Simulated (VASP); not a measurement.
KCl:

```
CELL_PARAMETERS angstrom
0.00000 3.50728 3.50728
3.50728 0.00000 3.50728
3.50728 3.50728 0.00000
ATOMIC_POSITIONS crystal
K 0.00000 0.00000 0.00000
Cl 0.25000 0.25000 0.25000
```

Base run:

```yaml
Program: VASP 6.6.1
Functional: PBE0
Potentials_or_basis: VASP PAW PBE potentials, release 64 (K_sv, Cl)
Cutoff: 520 eV
k_mesh: 4 × 4 × 4
Occupations: gaussian, width 0.01 eV
Spin: no spin polarisation
```

Its results: band gap on the k mesh 6.78 eV, indirect (least direct gap 6.81 eV); pressure 0.1 GPa.

Problem. The run is repeated on the same cell with these changes: functional from PBE0 to HSE06. What comes out?

Solution. Band gap on the k mesh 6.02 eV, indirect (least direct gap 6.05 eV); pressure 0.2 GPa.

Caveats: the PAW data sets were made with another functional, which shifts forces and pressure a little.

A k mesh can miss the band edges.
